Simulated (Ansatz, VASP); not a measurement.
# One calculation of SnO2, two programs

```
Sn O
1.0
     1.61677    0.93344    4.91826
    -1.61677    0.93344    4.91826
     0.00000   -1.86688    4.91826
Sn O
1 2
Cartesian
  0.0212 0.0212 7.3774
  -0.0787 -0.0787 3.4656
  -0.0787 -0.0787 11.2891
```

Change from the starting cell: mode 4 frozen in at -0.079 Å and mode 5 at -0.079 Å (largest displacements).

Alike in both runs: task single point; functional PBE; k mesh 12 × 12 × 12; occupations gaussian, width 0.05 eV; no spin polarisation.

```csv
,VASP,Ansatz
version,VASP 6.6.1,Ansatz 0.2.0
potentials or method,"VASP PAW PBE potentials, release 64 (Sn_d, O), cutoff 520 eV","scalar-relativistic, plane waves, PAW"
valence electrons in the cell,26,26
```

Ansatz gave:

* gap on the k mesh at the Fermi level (eV): 2.01
* least direct gap on the mesh (eV): 2.17
* pressure (GPa): 2.0
* traceless stress, the component that is largest in VASP (GPa): 1.97
* rms of the force components (eV/Å): 0.830

Q: Estimate VASP's values.

A: gap on the k mesh at the Fermi level (eV): 1.99; least direct gap on the mesh (eV): 2.15; pressure (GPa): 2.6; traceless stress, the component that is largest in VASP (GPa): 2.01; rms of the force components (eV/Å): 0.857.

Atom by atom the forces differ by 0.036 eV/Å (rms over components). With one functional, cell and mesh, what is left measures potentials, basis and numerics.
